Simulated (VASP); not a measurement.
# Si4O7 (a cell with a defect) in VASP: further runs

Si4O7 (a cell with a defect) is run at these levels: PBE; tasks: single point.

Everything below comes from runs of VASP 6.6.1. Logs are shortened: lines on timing, memory, paths and dates and some standing lists are left out, and cuts for length are marked.

### 1 The cell of the first run

The cell holds a defect, 11 atoms: a = 5.080 Å, b = 5.080 Å, c = 7.091 Å, α = 90.00°, β = 90.00°, γ = 90.00°.

### 2 Single point, PBE

Contents of INCAR:

```
PREC = Accurate
ENCUT = 520
EDIFF = 1E-6
ISMEAR = 0
SIGMA = 0.05
LREAL = False
LASPH = True
NELM = 100
ALGO = Normal
ISIF = 2
LWAVE = False
LCHARG = True
GGA = PE
LELF = True
LVHAR = True
NBANDS = 40
```

Contents of KPOINTS:

```
regular mesh
0
Gamma
  4 4 4
```

Contents of POSCAR:

```
Si4O7
1.0
    5.0799801732      0.0000000000      0.0000000000
    0.0000000000      5.0799801732      0.0000000000
    0.0000000000      0.0000000000      7.0914769300
Si O
4 7
Direct
    0.2944292339      0.2944292339      0.0000000000
    0.2055707661      0.7944292339      0.2500000000
    0.7055707661      0.7055707661      0.5000000000
    0.7944292339      0.2055707661      0.7500000000
    0.4053663613      0.7409644515      0.4248320116
    0.7590355485      0.9053663613      0.6748320116
    0.5946336387      0.2590355485      0.9248320116
    0.7409644515      0.4053663613      0.5751679884
    1.2343424440      1.2041493318      0.1777984349
    0.2590355485      0.5946336387      0.0751679884
    0.0946336387      0.2409644515      0.8251679884
```

Potentials or basis: VASP PAW PBE potentials, release 64 (Si, O).

Launch:

```bash
$ cat potpaw_PBE.64/Si/POTCAR potpaw_PBE.64/O/POTCAR > POTCAR
$ mpirun -np 1 vasp_std > vasp.out
```

OUTCAR:

```text
PREC = Accurate
   ENCUT = 520
   EDIFF = 1E-6
   ISMEAR = 0
   LREAL = False
   LASPH = True
   NELM = 100
   ISIF = 2
   GGA = PE

 ion  position               nearest neighbor table
   1  0.294  0.294  0.000-   9 1.38  11 1.63  10 1.63   7 1.63   2 3.13   4 3.13   2 3.13   4 3.13

   2  0.206  0.794  0.250-   5 1.63  10 1.63   9 2.15   3 3.13   1 3.13   1 3.13   3 3.13
   3  0.706  0.706  0.500-   6 1.63   5 1.63   8 1.63   4 3.13   2 3.13   4 3.13   2 3.13
   4  0.794  0.206  0.750-   7 1.63   8 1.63   6 1.63  11 1.63   1 3.13   3 3.13   3 3.13   1 3.13

   5  0.405  0.741  0.425-   2 1.63   3 1.63
   6  0.759  0.905  0.675-   3 1.63   4 1.63
   7  0.595  0.259  0.925-   4 1.63   1 1.63
   8  0.741  0.405  0.575-   4 1.63   3 1.63
   9  0.234  0.204  0.178-   1 1.38   2 2.15
  10  0.259  0.595  0.075-   2 1.63   1 1.63
  11  0.095  0.241  0.825-   1 1.63   4 1.63

  LATTYP: Found a simple tetragonal cell.
 ALAT       =     5.0799801732
 C/A-ratio  =     1.3959654739

  Lattice vectors:

 A1 = (   5.0799801732,   0.0000000000,   0.0000000000)
 A2 = (   0.0000000000,   5.0799801732,   0.0000000000)
 A3 = (   0.0000000000,   0.0000000000,   7.0914769300)

Analysis of symmetry for initial positions (statically):
=====================================================================
 Subroutine PRICEL returns:
 Original cell was already a primitive cell.

 Routine SETGRP: Setting up the symmetry group for a
 simple tetragonal supercell.

 Subroutine GETGRP returns: Found  1 space group operations
 (whereof  1 operations were pure point group operations)
 out of a pool of 16 trial point group operations.

The static configuration has the point symmetry C_1 .

Analysis of symmetry for dynamics (positions and initial velocities):
=====================================================================
 Subroutine PRICEL returns:
 Original cell was already a primitive cell.

 Routine SETGRP: Setting up the symmetry group for a
 simple tetragonal supercell.

 Subroutine GETGRP returns: Found  1 space group operations
 (whereof  1 operations were pure point group operations)
 out of a pool of 16 trial point group operations.

The dynamic configuration has the point symmetry C_1 .

 Subroutine INISYM returns: Found  1 space group operations
 (whereof  1 operations are pure point group operations),
 and found     1 'primitive' translations

----------------------------------------------------------------------------------------

                                     Primitive cell

  volume of cell :     183.0041

  direct lattice vectors                    reciprocal lattice vectors
     5.079980173  0.000000000  0.000000000     0.196851162  0.000000000  0.000000000
     0.000000000  5.079980173  0.000000000     0.000000000  0.196851162  0.000000000
     0.000000000  0.000000000  7.091476930     0.000000000  0.000000000  0.141014349

  length of vectors
     5.079980173  5.079980173  7.091476930     0.196851162  0.196851162  0.141014349

  position of ions in fractional coordinates (direct lattice)
     0.294429234  0.294429234  0.000000000
     0.205570766  0.794429234  0.250000000
     0.705570766  0.705570766  0.500000000
     0.794429234  0.205570766  0.750000000
     0.405366361  0.740964451  0.424832012
     0.759035549  0.905366361  0.674832012
     0.594633639  0.259035549  0.924832012
     0.740964451  0.405366361  0.575167988
     0.234342444  0.204149332  0.177798435
     0.259035549  0.594633639  0.075167988
     0.094633639  0.240964451  0.825167988

  ion indices of the primitive-cell ions
   primitive index   ion index
                 1           1
                 2           2
                 3           3
                 4           4
                 5           5
                 6           6
                 7           7
                 8           8
                 9           9
                10          10
                11          11

----------------------------------------------------------------------------------------

 KPOINTS: regular mesh

Automatic generation of k-mesh.
 Grid dimensions read from file:
 generate k-points for:    4    4    4

 Generating k-lattice:

  Cartesian coordinates                     Fractional coordinates (reciprocal lattice)
     0.049212790  0.000000000  0.000000000     0.250000000  0.000000000  0.000000000
     0.000000000  0.049212790  0.000000000     0.000000000  0.250000000  0.000000000
     0.000000000  0.000000000  0.035253587     0.000000000  0.000000000  0.250000000

  Length of vectors
     0.049212790  0.049212790  0.035253587

  Shift w.r.t. Gamma in fractional coordinates (k-lattice)
     0.000000000  0.000000000  0.000000000

 Subroutine IBZKPT returns following result:
 ===========================================

 Found     36 irreducible k-points:

 Following reciprocal coordinates:
            Coordinates               Weight
  0.000000  0.000000  0.000000      1.000000
  0.250000  0.000000  0.000000      2.000000
  0.000000  0.250000  0.000000      2.000000
  0.500000  0.000000  0.000000      1.000000
  0.000000  0.500000  0.000000      1.000000
  0.250000  0.250000  0.000000      2.000000
[... 16 lines left out ...]
 -0.250000  0.500000  0.250000      2.000000
  0.500000 -0.250000  0.250000      2.000000
 [... further k-points ...]
   k-points           NKPTS =     36   k-points in BZ     NKDIM =     36   number of bands    NBANDS=     40
   number of dos      NEDOS =    301   number of ions     NIONS =     11
   total plane-waves  NPLWV =  86400
   dimension x,y,z NGX =    40 NGY =   40 NGZ =   54
   dimension x,y,z NGXF=    80 NGYF=   80 NGZF=  108
   ions per type =               4   7
   NGX,Y,Z   is equivalent  to a cutoff of  13.09, 13.09, 12.66 a.u.
   NGXF,Y,Z  is equivalent  to a cutoff of  26.18, 26.18, 25.32 a.u.
 SYSTEM =  unknown system
   PREC   = accura    normal or accurate (medium, high low for compatibility)
   ISTART =      0    job   : 0-new  1-cont  2-samecut
   ICHARG =      2    charge: 1-file 2-atom 10-const
   ISPIN  =      1    spin polarized calculation?
   LNONCOLLINEAR =      F non collinear calculations
   LSORBIT =      F    spin-orbit coupling
   LASPH  =      T    aspherical Exc in radial PAW
   ENCUT  =  520.0 eV  38.22 Ry    6.18 a.u.   9.45  9.45 13.19*2*pi/ulx,y,z
   NELM   =    100;   NELMIN=  2; NELMDL= -5     # of ELM steps
   EDIFF  = 0.1E-05   stopping-criterion for ELM
   LREAL  =      F    real-space projection
   EDIFFG = 0.1E-04   stopping-criterion for IOM
   NSW    =      0    number of steps for IOM
   IBRION =     -1    ionic relax: 0-MD 1-quasi-New 2-CG
   NFREE  =      0    steps in history (QN), initial steepest desc. (CG)
   ISIF   =      2    stress and relaxation
   ISYM   =      2    0-nonsym 1-usesym 2-fastsym
   POTIM  = 0.5000    time-step for ionic-motion
   TEBEG  =    0.0;   TEEND  =   0.0 temperature during run
   PSTRESS=    0.0 pullay stress
   NELECT =      58.0000    total number of electrons
   NUPDOWN=      -1.0000    fix difference up-down
   EMIN   =  10.00;   EMAX   =-10.00  energy-range for DOS
   EFERMI =   0.00;   METHOD = LEGACY
   ISMEAR =     0;   SIGMA  =   0.05  broadening in eV -4-tet -1-fermi 0-gaus
   EFERMI_NEDOS =   21; number of points for ismear=-14 and -15
   IALGO  =     38    algorithm
   IMIX   =      4    mixing-type and parameters
     AMIX     =   0.40;   BMIX     =  1.00
     AMIX_MAG =   1.60;   BMIX_MAG =  1.00
  volume/ion in A,a.u.               =      16.64       112.27
  Fermi-wavevector in a.u.,A,eV,Ry     =   1.116171  2.109257 16.950639  1.245837
  Thomas-Fermi vector in A             =   2.252782
   LORBIT       =      0    0 simple, 1 ext, 2 COOP (PROOUT), +10 PAW based schemes
   GGA     = PE    functional components
   LHFCALC =     F    Hartree Fock is set to
   AEXX    =    0.0000 exact exchange contribution
   IVDW    =     0    specifies the selected vdW correction
   LEPSILON=     F    determine dielectric tensor
   LRPA    =     F    only Hartree local field effects (RPA)
 non-spin polarized calculation
 Gauss-broadening in eV      SIGMA  =   0.05
  energy-cutoff  :      520.00
  volume of cell :      183.00
 maximum number of plane-waves:      4954
 NGX is ok and might be reduce to    40
   NGX = 19   NGY = 19   NGZ = 27

 number of electron      57.9999989 magnetization

 Free energy of the ion-electron system (eV)
  ---------------------------------------------------
  ext. energy  EPLUGINS =         0.00000000
  ---------------------------------------------------
  free energy    TOTEN  =       -80.08358830 eV

  energy without entropy =      -80.08358830  energy(sigma->0) =      -80.08358830

 E-fermi :   1.3098     XC(G=0):  -7.9250

 val. band max:        1.0834210198   @ k =   0.5000   0.5000   0.5000
 cond. band min:       3.3469892465   @ k =   0.5000   0.0000   0.0000
 fundamental gap:      2.2635682267
 Fermi energy:         1.3098141898

 k-point     1 :       0.0000    0.0000    0.0000
  band No.  band energies     occupation
      1     -19.8115      2.00000
      2     -19.1779      2.00000
      3     -18.9249      2.00000
      4     -18.0636      2.00000
      5     -18.0520      2.00000
      6     -17.7314      2.00000
[... 32 lines left out ...]
     39      10.0020      0.00000
     40      10.0813      0.00000

 k-point     2 :       0.2500    0.0000    0.0000
  band No.  band energies     occupation
      1     -19.7289      2.00000
      2     -19.2585      2.00000
      3     -18.8634      2.00000
      4     -18.0653      2.00000
      5     -18.0517      2.00000
      6     -17.8419      2.00000
[... 935 lines left out ...]
     39       9.6714      0.00000
     40      10.0604      0.00000

 k-point    24 :       0.5000   -0.2500    0.2500
  band No.  band energies     occupation
      1     -19.4882      2.00000
      2     -19.3040      2.00000
      3     -18.8740      2.00000
      4     -18.2831      2.00000
      5     -17.9731      2.00000
      6     -17.9372      2.00000
[... 32 lines left out ...]
     39       9.9304      0.00000
     40      10.1643      0.00000

 [... further k-points ...]

------------------------ aborting loop because EDIFF is reached ----------------------------------------

  FORCE on cell =-STRESS in cart. coord.  units (eV):
  Direction    XX          YY          ZZ          XY          YZ          ZX
  --------------------------------------------------------------------------------------
  -------------------------------------------------------------------------------------
  Total       -1.7649031      3.1888638     16.4034616      0.9170184     -7.4530581     -0.4737090
  in kB      -15.4515026     27.9180981    143.6102244      8.0283794    -65.2505775     -4.1472620
  external PRESSURE =      52.0256066 kB  Pullay stress =       0.0000000 kB

 VOLUME and BASIS-vectors are now :
 -----------------------------------------------------------------------------
  energy-cutoff  :      520.00
  volume of cell :      183.00
      direct lattice vectors                 reciprocal lattice vectors
     5.079980173  0.000000000  0.000000000     0.196851162  0.000000000  0.000000000
     0.000000000  5.079980173  0.000000000     0.000000000  0.196851162  0.000000000
     0.000000000  0.000000000  7.091476930     0.000000000  0.000000000  0.141014349

 POSITION                                       TOTAL-FORCE (eV/Angst)
 -----------------------------------------------------------------------------------
      1.49569      1.49569      0.00000         3.003560      5.289196    -12.924238
      1.04430      4.03568      1.77287        -2.268280      1.087651      0.039864
      3.58429      3.58429      3.54574         1.959842      0.198314     -0.712338
      4.03568      1.04430      5.31861         0.309420      0.108024      0.465843
      2.05925      3.76408      3.01269         0.346515      0.375781     -0.273952
      3.85589      4.59924      4.78556        -0.080421     -0.092943     -0.043599
      3.02073      1.31590      6.55842         0.309869     -0.187157     -0.449084
      3.76408      2.05925      4.07879        -0.101551      0.149221     -0.283277
      1.19045      1.03707      1.26085        -3.450644    -11.521916     15.244686
      1.31590      3.02073      0.53305         0.144033      4.763040     -0.552016
      0.48074      1.22409      5.85166        -0.172344     -0.169210     -0.511889
 -----------------------------------------------------------------------------------
    total drift:                                0.000694     -0.000480     -0.000432

  FREE ENERGIE OF THE ION-ELECTRON SYSTEM (eV)
  ---------------------------------------------------
  free  energy   TOTEN  =       -80.0835882987 eV

  energy  without entropy=      -80.0835882987  energy(sigma->0) =      -80.08358830
```

Run time: 9.8 min. Hardware: 1 thread of Intel Xeon 8259CL, shared host; peak memory 0.38 GiB.

Results:

- Free energy: -80.0836 eV
- Pressure: 5.2 GPa
- Largest force: 19.418 eV/Å
- Band gap on the k mesh: 2.26 eV

Forces in eV/Å, atoms in the order of the input:
```
Si    3.004   5.289 -12.924
Si   -2.268   1.088   0.040
Si    1.960   0.198  -0.712
Si    0.309   0.108   0.466
O     0.347   0.376  -0.274
O    -0.080  -0.093  -0.044
O     0.310  -0.187  -0.449
O    -0.102   0.149  -0.283
O    -3.451 -11.522  15.245
O     0.144   4.763  -0.552
O    -0.172  -0.169  -0.512
```

Stress tensor (GPa, compression positive):
```
-1.55  0.80 -0.41
 0.80  2.79 -6.53
-0.41 -6.53 14.36
```

Levels at points of the mesh, in eV from the valence-band top:
```
           k point  band 25  band 26  band 27  band 28  band 29  band 30  band 31  band 32  band 33  band 34
(0.00, 0.00, 0.00)    -2.54    -1.99    -1.85    -1.63    -0.81     2.79     4.53     5.81     5.94     6.84
(0.50, 0.00, 0.00)    -2.63    -2.34    -1.96    -1.54     0.00     2.26     4.99     5.16     5.78     6.58
(0.00, 0.50, 0.00)    -2.83    -2.20    -2.07    -1.96    -0.76     3.12     5.02     5.78     6.28     6.72
(0.50, 0.50, 0.00)    -2.65    -2.45    -2.09    -2.01    -0.06     2.61     5.04     5.57     5.67     7.09
(0.00, 0.00, 0.50)    -2.46    -2.11    -1.85    -1.65    -0.62     2.54     4.91     5.24     6.58     6.72
(0.50, 0.00, 0.50)    -2.63    -2.39    -1.84    -1.58    -0.07     2.34     4.99     5.12     5.70     6.57
(0.00, 0.50, 0.50)    -2.86    -2.13    -1.98    -1.92    -0.88     3.15     5.42     5.70     6.28     6.39
(0.50, 0.50, 0.50)    -2.67    -2.52    -2.08    -1.96     0.00     2.56     5.11     5.41     5.79     7.33
```

Caveat: the cell differs from its parent crystal (atoms taken out, atom 9 moved 1.125 of the way to it and +0.450 Å across, host rigid).

### 3 Single point, PBE

Contents of INCAR:

```
SYSTEM = Si4O7
  PREC = Accurate
  ENCUT = 520
  EDIFF = 1E-6
  ISMEAR = 0
  SIGMA = 0.05
  LREAL = .FALSE.
  LASPH = .TRUE.
  NELM = 100
  ALGO = Normal
  ISIF = 2
  LWAVE = .FALSE.
  LCHARG = .FALSE.
  GGA = PE
  NBANDS = 40
```

Contents of KPOINTS:

```
Automatic mesh
0
G
  4 4 4
  0 0 0
```

Edit POSCAR of step 2 so:

```diff
@@ -16,3 +16,3 @@
     0.7409644515      0.4053663613      0.5751679884
-    1.2343424440      1.2041493318      0.1777984349
+    0.8148448312      0.7846517189      0.3657184058
     0.2590355485      0.5946336387      0.0751679884
```

Potentials or basis: VASP PAW PBE potentials, release 64 (Si, O).

Launch:

```bash
$ cat potpaw_PBE.64/Si/POTCAR potpaw_PBE.64/O/POTCAR > POTCAR
$ mpirun -np 1 vasp_std > vasp.out
```

It took 9.1 min on 1 thread of Intel Xeon 8259CL, shared host; peak memory 0.38 GiB.

It converged, with:

| Quantity | Value |
| --- | --- |
| Free energy | -73.8864 eV |
| Pressure | 17.1 GPa |
| Largest force | 55.867 eV/Å |
| Band gap on the k mesh | 2.29 eV |

Forces on the atoms (eV/Å):
```
Si   -0.166  -2.127   0.259
Si   -0.601   2.617   0.694
Si  -23.587 -15.935  40.284
Si   -0.269  -0.897  -1.035
O    -4.747  -0.326  -0.182
O    -0.224   0.752   2.090
O    -0.356   0.238   0.645
O     0.041  -0.548   0.534
O    30.203  16.327 -44.071
O    -0.570  -0.264   0.474
O     0.276   0.163   0.307
```

Stress tensor (GPa, compression positive):
```
 12.92   8.27 -19.92
  8.27   3.72 -10.39
-19.92 -10.39  34.78
```

Levels at points of the mesh, in eV from the valence-band top:
| k point | band 27 | band 28 | band 29 | band 30 | band 31 | band 32 |
| --- | --- | --- | --- | --- | --- | --- |
| (0.00, 0.00, 0.00) | -1.48 | -1.15 | -0.83 | 2.86 | 4.79 | 5.71 |
| (0.50, 0.00, 0.00) | -1.60 | -1.31 | -0.72 | 3.12 | 5.12 | 5.87 |
| (0.00, 0.50, 0.00) | -1.77 | -1.27 | 0.00 | 2.29 | 4.98 | 5.24 |
| (0.50, 0.50, 0.00) | -1.85 | -1.46 | -0.08 | 2.54 | 5.05 | 5.51 |
| (0.00, 0.00, 0.50) | -1.56 | -1.26 | -0.64 | 2.69 | 4.93 | 5.34 |
| (0.50, 0.00, 0.50) | -1.51 | -1.31 | -0.90 | 3.15 | 5.34 | 5.96 |
| (0.00, 0.50, 0.50) | -1.74 | -1.23 | -0.07 | 2.36 | 4.93 | 5.24 |
| (0.50, 0.50, 0.50) | -1.92 | -1.49 | 0.00 | 2.51 | 5.07 | 5.51 |

Caveat: the cell differs from its parent crystal (atoms taken out, atom 9 moved -0.125 of the way to it and +0.450 Å across, host rigid); atoms lie so close that the PAW spheres overlap strongly, which falsifies energies and pressures.
